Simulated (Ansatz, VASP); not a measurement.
## LiNbO in VASP and in Ansatz

The input INCAR:

```
PREC     = Accurate       # precision mode
ENCUT    = 600            # plane-wave cutoff, eV
EDIFF    = 1E-6           # SCF threshold, eV
ISMEAR   = 0              # smearing method
SIGMA    = 0.1            # smearing width, eV
LREAL    = False          # projectors in reciprocal space
LASPH    = True           # aspherical terms in the spheres
NELM     = 80             # most SCF steps
ALGO     = Normal         # electronic algorithm
ISIF     = 3              # what is computed and relaxed
LWAVE    = False          # write WAVECAR
LCHARG   = False          # write CHGCAR
GGA      = PE             # functional
IBRION   = 2              # ionic algorithm
NSW      = 100            # ionic steps
EDIFFG   = -0.01          # ionic threshold
```

Contents of KPOINTS:

```
regular mesh
0
Gamma
  12 12 12
```

Contents of POSCAR:

```
LiNbO
1.0
    3.8718189780      0.0000000000      0.0000000000
    0.0000000000      3.8718189780      0.0000000000
    0.0000000000      0.0000000000      3.8754549258
Li Nb O
1 1 1
Direct
    0.0000000000      0.0000000000      0.0000000000
    0.5000000000      0.5000000000      0.0000000000
    0.5000000000      0.5000000000      0.5000000000
```

Input for Ansatz:

```yaml
crystal:
  lattice:
    - [3.871818978, 0.0, 0.0]
    - [0.0, 3.871818978, 0.0]
    - [0.0, 0.0, 3.8754549258]
  atoms:
    - { symbol: Li, position: [0.0, 0.0, 0.0] }
    - { symbol: Nb, position: [0.5, 0.5, 0.0] }
    - { symbol: O, position: [0.5, 0.5, 0.5] }
basis:
  ecutwfc: 420
kpoints:
  mp_grid: { grid: [12, 12, 12] }
hamiltonian:
  xc: pbe
scf:
  occupations: { method: gaussian, width: 0.1 }
output:
  forces: true
  stress: true
  eigenvalues: true
  write_density: true
  write_potential: true
  elf: true
  volumetric_format: npy
relax:
  adjacent_minimum: "off"
  f_tol: 0.01
  max_steps: 80
  cell: { stress_tol: 0.05 }
```

Change from the starting cell: species swapped into the LiHPd type (P4/mmm, No. 123).

Alike in both runs: task relaxation of cell and atoms; functional PBE; k mesh 12 × 12 × 12; occupations gaussian, width 0.1 eV; no spin polarisation.

|  | VASP | Ansatz |
| --- | --- | --- |
| version | VASP 6.6.1 | Ansatz 0.2.0 |
| potentials or method | VASP PAW PBE potentials, release 64 (Li_sv, Nb_sv, O), cutoff 600 eV | scalar-relativistic, plane waves, PAW |
| valence electrons in the cell | 22 | 22 |

|  | VASP | Ansatz | Ansatz less VASP |
| --- | --- | --- | --- |
| gap on the k mesh at the Fermi level, each at its own relaxed structure (eV) | none | none | - |
| relaxed volume (Å³/atom) | 19.20 | 19.30 | +0.103 |
| relaxed cell length with the largest relative difference (Å) | 3.857 | 3.866 | +0.0085 |

A gap of «none» marks a metal or a gap that the smearing closes.

Noted on VASP's run: the cutoff is short for stress, so the pressure is rough.
